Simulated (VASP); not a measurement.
# Sb2MoC3 (P6/mmm) in VASP: a series of runs

Runs on Sb2MoC3. Level: PBE. Tasks: single point.

Everything below comes from runs of VASP 6.6.1. Logs are shortened: lines on timing, memory, paths and dates and some standing lists are left out, and cuts for length are marked.

### Step 1. The cell of the first run

Symmetry: P6/mmm, No. 191, hexagonal system. Conventional cell: a = 5.897 Å, b = 5.897 Å, c = 3.563 Å, α = 90.00°, β = 90.00°, γ = 120.00°. Within 3.6 Å of Sb (site symmetry -6m2) lie 6 C at 2.46 Å and 5 Sb at 3.40 to 3.56 Å and 3 Mo at 3.40 Å. Mo (site symmetry 6/mmm) has 6 Sb at 3.40 Å and 12 C at 3.44 Å and 2 Mo at 3.56 Å within 4.5 Å. Within 3.3 Å of C (site symmetry mmm) lie 4 Sb at 2.46 Å and 4 C at 2.95 Å.

The cell was built from a structure type or drawn by symmetry, and may not be a known phase.

### Step 2. Single point, PBE

INCAR

```
SYSTEM = Sb2MoC3
ALGO     = Normal         ! electronic algorithm
EDIFF    = 1E-6           ! SCF threshold, eV
ENCUT    = 520            ! plane-wave cutoff, eV
GGA      = PE             ! functional
ISIF     = 2              ! what is computed and relaxed
ISMEAR   = 0              ! smearing method
LASPH    = .TRUE.         ! aspherical terms in the spheres
LCHARG   = .FALSE.        ! write CHGCAR
LREAL    = .FALSE.        ! projectors in reciprocal space
LWAVE    = .FALSE.        ! write WAVECAR
NBANDS   = 27             ! bands
NELM     = 100            ! most SCF steps
PREC     = Accurate       ! precision mode
SIGMA    = 0.1            ! smearing width, eV
```

KPOINTS

```
k-points
0
G
  3 3 6
  0 0 0
```

POSCAR

```
Sb2MoC3
1.0
    5.8974883100      0.0000000000      0.0000000000
   -2.9487441500      5.1073746900      0.0000000000
    0.0000000000      0.0000000000      3.5625268200
Sb Mo C
2 1 3
Direct
    0.3333333300      0.6666666700      0.0000000000
    0.6666666700      0.3333333300      0.0000000000
    0.0000000000      0.0000000000      0.0000000000
    0.5000000000      0.0000000000      0.5000000000
    0.5000000000      0.5000000000      0.5000000000
    0.0000000000      0.5000000000      0.5000000000
```

Potentials or basis: VASP PAW PBE potentials, release 64 (Sb, Mo_sv, C).

On the command line:

```console
$ cat potpaw_PBE.64/Sb/POTCAR potpaw_PBE.64/Mo_sv/POTCAR potpaw_PBE.64/C/POTCAR > POTCAR
$ mpirun -np 1 vasp_std > vasp.out
```

OUTCAR:

```text
SYSTEM = Sb2MoC3
   EDIFF = 1E-6
   ENCUT = 520
   GGA = PE
   ISIF = 2
   ISMEAR = 0
   LASPH = .TRUE.
   LREAL = .FALSE.
   NELM = 100
   PREC = Accurate

 ion  position               nearest neighbor table
   1  0.333  0.667  0.000-   4 2.46   4 2.46   6 2.46   6 2.46   5 2.46   5 2.46   2 3.40   3 3.40
                             2 3.40   3 3.40   3 3.40   2 3.40
   2  0.667  0.333  0.000-   4 2.46   4 2.46   6 2.46   6 2.46   5 2.46   5 2.46   1 3.40   3 3.40
                             1 3.40   3 3.40   3 3.40   1 3.40
   3  0.000  0.000  0.000-   1 3.40   2 3.40   1 3.40   2 3.40   2 3.40   1 3.40
   4  0.500  0.000  0.500-   1 2.46   2 2.46   1 2.46   2 2.46
   5  0.500  0.500  0.500-   1 2.46   2 2.46   1 2.46   2 2.46
   6  0.000  0.500  0.500-   1 2.46   2 2.46   1 2.46   2 2.46

  LATTYP: Found a hexagonal cell.
 ALAT       =     5.8974883100
 C/A-ratio  =     0.6040752661

  Lattice vectors:

 A1 = (   5.8974883100,   0.0000000000,   0.0000000000)
 A2 = (  -2.9487441500,   5.1073746900,   0.0000000000)
 A3 = (   0.0000000000,   0.0000000000,   3.5625268200)

Analysis of symmetry for initial positions (statically):
=====================================================================
 Subroutine PRICEL returns:
 Original cell was already a primitive cell.

 Routine SETGRP: Setting up the symmetry group for a
 hexagonal supercell.

 Subroutine GETGRP returns: Found 24 space group operations
 (whereof 24 operations were pure point group operations)
 out of a pool of 24 trial point group operations.

The static configuration has the point symmetry D_6h.

Analysis of symmetry for dynamics (positions and initial velocities):
=====================================================================
 Subroutine PRICEL returns:
 Original cell was already a primitive cell.

 Routine SETGRP: Setting up the symmetry group for a
 hexagonal supercell.

 Subroutine GETGRP returns: Found 24 space group operations
 (whereof 24 operations were pure point group operations)
 out of a pool of 24 trial point group operations.

The dynamic configuration has the point symmetry D_6h.

 Subroutine INISYM returns: Found 24 space group operations
 (whereof 24 operations are pure point group operations),
 and found     1 'primitive' translations

----------------------------------------------------------------------------------------

                                     Primitive cell

  volume of cell :     107.3057

  direct lattice vectors                    reciprocal lattice vectors
     5.897488310  0.000000000  0.000000000     0.169563710  0.097897654  0.000000000
    -2.948744150  5.107374690  0.000000000     0.000000000  0.195795308  0.000000000
     0.000000000  0.000000000  3.562526820     0.000000000  0.000000000  0.280699641

  length of vectors
     5.897488310  5.897488303  3.562526820     0.195795308  0.195795308  0.280699641

  position of ions in fractional coordinates (direct lattice)
     0.333333330  0.666666670  0.000000000
     0.666666670  0.333333330  0.000000000
     0.000000000  0.000000000  0.000000000
     0.500000000  0.000000000  0.500000000
     0.500000000  0.500000000  0.500000000
     0.000000000  0.500000000  0.500000000

  ion indices of the primitive-cell ions
   primitive index   ion index
                 1           1
                 2           2
                 3           3
                 4           4
                 5           5
                 6           6

----------------------------------------------------------------------------------------

 KPOINTS: k-points

Automatic generation of k-mesh.
 Grid dimensions read from file:
 generate k-points for:    3    3    6

 Generating k-lattice:

  Cartesian coordinates                     Fractional coordinates (reciprocal lattice)
     0.056521237  0.032632551  0.000000000     0.333333333 -0.000000000  0.000000000
     0.000000000  0.065265103  0.000000000     0.000000000  0.333333333  0.000000000
     0.000000000  0.000000000  0.046783274     0.000000000  0.000000000  0.166666667

  Length of vectors
     0.065265103  0.065265103  0.046783274

  Shift w.r.t. Gamma in fractional coordinates (k-lattice)
     0.000000000  0.000000000  0.000000000

 Subroutine IBZKPT returns following result:
 ===========================================

 Found     12 irreducible k-points:

 Following reciprocal coordinates:
            Coordinates               Weight
  0.000000  0.000000  0.000000      1.000000
  0.333333 -0.000000  0.000000      6.000000
  0.333333  0.333333  0.000000      2.000000
  0.000000  0.000000  0.166667      2.000000
  0.333333 -0.000000  0.166667     12.000000
  0.333333  0.333333  0.166667      4.000000
  0.000000  0.000000  0.333333      2.000000
  0.333333 -0.000000  0.333333     12.000000
  0.333333  0.333333  0.333333      4.000000
  0.000000  0.000000  0.500000      1.000000
  0.333333 -0.000000  0.500000      6.000000
  0.333333  0.333333  0.500000      2.000000
   k-points           NKPTS =     12   k-points in BZ     NKDIM =     12   number of bands    NBANDS=     27
   number of dos      NEDOS =    301   number of ions     NIONS =      6
   total plane-waves  NPLWV =  64512
   dimension x,y,z NGX =    48 NGY =   48 NGZ =   28
   dimension x,y,z NGXF=    96 NGYF=   96 NGZF=   56
   ions per type =               2   1   3
   NGX,Y,Z   is equivalent  to a cutoff of  13.53, 13.53, 13.07 a.u.
   NGXF,Y,Z  is equivalent  to a cutoff of  27.06, 27.06, 26.13 a.u.
 SYSTEM =  Sb2MoC3
   PREC   = accura    normal or accurate (medium, high low for compatibility)
   ISTART =      0    job   : 0-new  1-cont  2-samecut
   ICHARG =      2    charge: 1-file 2-atom 10-const
   ISPIN  =      1    spin polarized calculation?
   LNONCOLLINEAR =      F non collinear calculations
   LSORBIT =      F    spin-orbit coupling
   LASPH  =      T    aspherical Exc in radial PAW
   ENCUT  =  520.0 eV  38.22 Ry    6.18 a.u.  10.97 10.97  6.62*2*pi/ulx,y,z
   NELM   =    100;   NELMIN=  2; NELMDL= -5     # of ELM steps
   EDIFF  = 0.1E-05   stopping-criterion for ELM
   LREAL  =      F    real-space projection
   EDIFFG = 0.1E-04   stopping-criterion for IOM
   NSW    =      0    number of steps for IOM
   IBRION =     -1    ionic relax: 0-MD 1-quasi-New 2-CG
   NFREE  =      0    steps in history (QN), initial steepest desc. (CG)
   ISIF   =      2    stress and relaxation
   ISYM   =      2    0-nonsym 1-usesym 2-fastsym
   POTIM  = 0.5000    time-step for ionic-motion
   TEBEG  =    0.0;   TEEND  =   0.0 temperature during run
   PSTRESS=    0.0 pullay stress
   NELECT =      36.0000    total number of electrons
   NUPDOWN=      -1.0000    fix difference up-down
   EMIN   =  10.00;   EMAX   =-10.00  energy-range for DOS
   EFERMI =   0.00;   METHOD = LEGACY
   ISMEAR =     0;   SIGMA  =   0.10  broadening in eV -4-tet -1-fermi 0-gaus
   EFERMI_NEDOS =   21; number of points for ismear=-14 and -15
   IALGO  =     38    algorithm
   IMIX   =      4    mixing-type and parameters
     AMIX     =   0.40;   BMIX     =  1.00
     AMIX_MAG =   1.60;   BMIX_MAG =  1.00
  volume/ion in A,a.u.               =      17.88       120.69
  Fermi-wavevector in a.u.,A,eV,Ry     =   1.137544  2.149646 17.606010  1.294005
  Thomas-Fermi vector in A             =   2.274248
   LORBIT       =      0    0 simple, 1 ext, 2 COOP (PROOUT), +10 PAW based schemes
   GGA     = PE    functional components
   LHFCALC =     F    Hartree Fock is set to
   AEXX    =    0.0000 exact exchange contribution
   IVDW    =     0    specifies the selected vdW correction
   LEPSILON=     F    determine dielectric tensor
   LRPA    =     F    only Hartree local field effects (RPA)
 non-spin polarized calculation
 Gauss-broadening in eV      SIGMA  =   0.10
  energy-cutoff  :      520.00
  volume of cell :      107.31
 maximum number of plane-waves:      2913
 NGX is ok and might be reduce to    48
   NGX = 21   NGY = 21   NGZ = 13

 number of electron      36.0000002 magnetization

 Free energy of the ion-electron system (eV)
  ---------------------------------------------------
  ext. energy  EPLUGINS =         0.00000000
  ---------------------------------------------------
  free energy    TOTEN  =       -30.21213203 eV

  energy without entropy =      -30.14528330  energy(sigma->0) =      -30.17870766

 E-fermi :   6.8028     XC(G=0): -10.5557

 val. band max:        6.7685080537   @ k =   0.3333  -0.0000   0.0000
 cond. band min:       6.8071687634   @ k =   0.0000   0.0000   0.1667
 fundamental gap:      0.0386607097
 Fermi energy:         6.8028464797

 k-point     1 :       0.0000    0.0000    0.0000
  band No.  band energies     occupation
      1     -54.4100      2.00000
      2     -28.4799      2.00000
      3     -28.4799      2.00000
      4     -28.3757      2.00000
      5      -7.2849      2.00000
      6      -3.2177      2.00000
[... 19 lines left out ...]
     26       9.4293      0.00000
     27       9.4293      0.00000

 k-point     2 :       0.3333   -0.0000    0.0000
  band No.  band energies     occupation
      1     -54.4101      2.00000
      2     -28.4800      2.00000
      3     -28.4799      2.00000
      4     -28.3757      2.00000
      5      -6.8572      2.00000
      6      -5.2287      2.00000
[... 19 lines left out ...]
     26      10.2879      0.00000
     27      10.8141      0.00000

 k-point     3 :       0.3333    0.3333    0.0000
  band No.  band energies     occupation
      1     -54.4100      2.00000
      2     -28.4800      2.00000
      3     -28.4800      2.00000
      4     -28.3756      2.00000
      5      -6.1720      2.00000
      6      -6.1720      2.00000
[... 19 lines left out ...]
     26      10.9966      0.00000
     27      10.9966      0.00000

 k-point     4 :       0.0000    0.0000    0.1667
  band No.  band energies     occupation
      1     -54.4092      2.00000
      2     -28.4786      2.00000
      3     -28.4786      2.00000
      4     -28.3902      2.00000
      5      -6.9745      2.00000
      6      -2.9800      2.00000
[... 19 lines left out ...]
     26      10.3359      0.00000
     27      10.6794      0.00000

 k-point     5 :       0.3333   -0.0000    0.1667
  band No.  band energies     occupation
      1     -54.4092      2.00000
      2     -28.4788      2.00000
      3     -28.4787      2.00000
      4     -28.3902      2.00000
      5      -6.5495      2.00000
      6      -4.9271      2.00000
[... 19 lines left out ...]
     26       9.9442      0.00000
     27      10.9114      0.00000

 k-point     6 :       0.3333    0.3333    0.1667
  band No.  band energies     occupation
      1     -54.4092      2.00000
      2     -28.4788      2.00000
      3     -28.4788      2.00000
      4     -28.3902      2.00000
      5      -5.8675      2.00000
      6      -5.8675      2.00000
[... 19 lines left out ...]
     26       9.4689      0.00000
     27      11.4506      0.00000

 k-point     7 :       0.0000    0.0000    0.3333
  band No.  band energies     occupation
      1     -54.4076      2.00000
      2     -28.4761      2.00000
      3     -28.4761      2.00000
      4     -28.4192      2.00000
      5      -6.0510      2.00000
      6      -2.3632      2.00000
[... 19 lines left out ...]
     26       9.0849      0.00000
     27      12.5364      0.00000

 k-point     8 :       0.3333   -0.0000    0.3333
  band No.  band energies     occupation
      1     -54.4076      2.00000
      2     -28.4762      2.00000
      3     -28.4761      2.00000
      4     -28.4192      2.00000
      5      -5.6362      2.00000
      6      -4.0460      2.00000
[... 19 lines left out ...]
     26      10.6429      0.00000
     27      11.0710      0.00000

 k-point     9 :       0.3333    0.3333    0.3333
  band No.  band energies     occupation
      1     -54.4076      2.00000
      2     -28.4762      2.00000
      3     -28.4762      2.00000
      4     -28.4192      2.00000
      5      -4.9683      2.00000
      6      -4.9683      2.00000
[... 19 lines left out ...]
     26      10.5969      0.00000
     27      10.5969      0.00000

 k-point    10 :       0.0000    0.0000    0.5000
  band No.  band energies     occupation
      1     -54.4068      2.00000
      2     -28.4748      2.00000
      3     -28.4748      2.00000
      4     -28.4337      2.00000
      5      -4.7883      2.00000
      6      -4.1667      2.00000
[... 19 lines left out ...]
     26      10.4837      0.00000
     27      10.8020      0.00000

 k-point    11 :       0.3333   -0.0000    0.5000
  band No.  band energies     occupation
      1     -54.4068      2.00000
      2     -28.4750      2.00000
      3     -28.4749      2.00000
      4     -28.4336      2.00000
      5      -4.4300      2.00000
      6      -3.6998      2.00000
[... 19 lines left out ...]
     26      11.0413      0.00000
     27      11.3402      0.00000

 k-point    12 :       0.3333    0.3333    0.5000
  band No.  band energies     occupation
      1     -54.4068      2.00000
      2     -28.4750      2.00000
      3     -28.4750      2.00000
      4     -28.4336      2.00000
      5      -3.8337      2.00000
      6      -3.8337      2.00000
[... 19 lines left out ...]
     26      11.1270      0.00000
     27      11.1270      0.00000

------------------------ aborting loop because EDIFF is reached ----------------------------------------

  FORCE on cell =-STRESS in cart. coord.  units (eV):
  Direction    XX          YY          ZZ          XY          YZ          ZX
  --------------------------------------------------------------------------------------
  -------------------------------------------------------------------------------------
  Total       -7.4698740     -7.4698740    -14.8928909     -0.0000000      0.0000000      0.0000000
  in kB     -111.5323647   -111.5323645   -222.3651062     -0.0000001      0.0000000      0.0000000
  external PRESSURE =    -148.4766118 kB  Pullay stress =       0.0000000 kB

 VOLUME and BASIS-vectors are now :
 -----------------------------------------------------------------------------
  energy-cutoff  :      520.00
  volume of cell :      107.31
      direct lattice vectors                 reciprocal lattice vectors
     5.897488310  0.000000000  0.000000000     0.169563710  0.097897654  0.000000000
    -2.948744150  5.107374690  0.000000000     0.000000000  0.195795308  0.000000000
     0.000000000  0.000000000  3.562526820     0.000000000  0.000000000  0.280699641

 POSITION                                       TOTAL-FORCE (eV/Angst)
 -----------------------------------------------------------------------------------
     -0.00000      3.40492      0.00000         0.000000      0.000000      0.000000
      2.94874      1.70246      0.00000        -0.000000      0.000000      0.000000
      0.00000      0.00000      0.00000         0.000000      0.000000      0.000000
      2.94874      0.00000      1.78126         0.000000      0.000000      0.000000
      1.47437      2.55369      1.78126         0.000000      0.000000      0.000000
     -1.47437      2.55369      1.78126         0.000000      0.000000      0.000000
 -----------------------------------------------------------------------------------
    total drift:                                0.000000     -0.000000     -0.000000

  FREE ENERGIE OF THE ION-ELECTRON SYSTEM (eV)
  ---------------------------------------------------
  free  energy   TOTEN  =       -30.2121320289 eV

  energy  without entropy=      -30.1452832989  energy(sigma->0) =      -30.17870766
```

Run time: 20 s. Hardware: 1 thread of Intel Xeon 6975P-C (Granite Rapids), shared host; peak memory 0.24 GiB.

What came out:

```yaml
Free_energy: -30.2121 eV
Pressure: -14.8 GPa
Band_gap_on_the_k_mesh: zero (bands 18 and 19 overlap by 0.88 eV)
```

Caveat: the k points lie up to 0.41 Å⁻¹ apart, too coarse for converged energies and pressures of a metal; spin-orbit coupling is left out, which moves the levels of the heavy elements.

(Part 1 of 2 ends here.)
